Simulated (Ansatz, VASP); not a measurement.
Two plane-wave programs on TiC

The input INCAR:

```
PREC = Accurate ; ENCUT = 520
EDIFF = 1E-6 ; ISMEAR = 0
SIGMA = 0.15 ; LREAL = F
LASPH = T ; NELM = 60
ALGO = Normal ; ISIF = 2
LWAVE = F ; LCHARG = F
GGA = PE ; NBANDS = 15
```

The input KPOINTS:

```
Automatic mesh
0
Gamma
  18 18 18
```

The input POSCAR:

```
TiC
1.0
    0.0000000000      2.1964600000      2.2289200000
    2.1964600000      0.0000000000      2.2289200000
    2.1964600000      2.1964600000      0.0000000000
Ti C
1 1
Direct
    0.0000000000      0.0000000000      0.0000000000
    0.5000000000      0.5000000000      0.5000000000
```

Input for Ansatz:

```yaml
crystal:
  lattice:
    - [0.0, 2.19646, 2.22892]
    - [2.19646, 0.0, 2.22892]
    - [2.19646, 2.19646, 0.0]
  atoms:
    - { symbol: Ti, position: [0.0, 0.0, 0.0] }
    - { symbol: C, position: [0.5, 0.5, 0.5] }
basis:
  ecutwfc: 420
kpoints:
  mp_grid: { grid: [18, 18, 18] }
hamiltonian:
  xc: pbe
scf:
  occupations: { method: gaussian, width: 0.15 }
output:
  forces: true
  stress: true
  eigenvalues: true
```

Change from the starting cell: strain +0.015 along x and y, +0.030 along z, atoms carried along.

Alike in both runs: task single point; functional PBE; k mesh 18 × 18 × 18; occupations gaussian, width 0.15 eV; no spin polarisation.

```csv
,VASP,Ansatz
version,VASP 6.6.1,Ansatz 0.2.0
potentials or method,"VASP PAW PBE potentials, release 64 (Ti_sv, C), cutoff 520 eV","scalar-relativistic, plane waves, PAW"
valence electrons in the cell,16,16
```

```csv
,VASP,Ansatz,Ansatz less VASP
gap on the k mesh at the Fermi level (eV),none,none,-
pressure (GPa),-12.2,-12.4,-0.25
"traceless stress, the component that is largest in VASP (GPa)",-2.83,-2.80,+0.035
```

A gap of «none» marks a metal or a gap that the smearing closes.
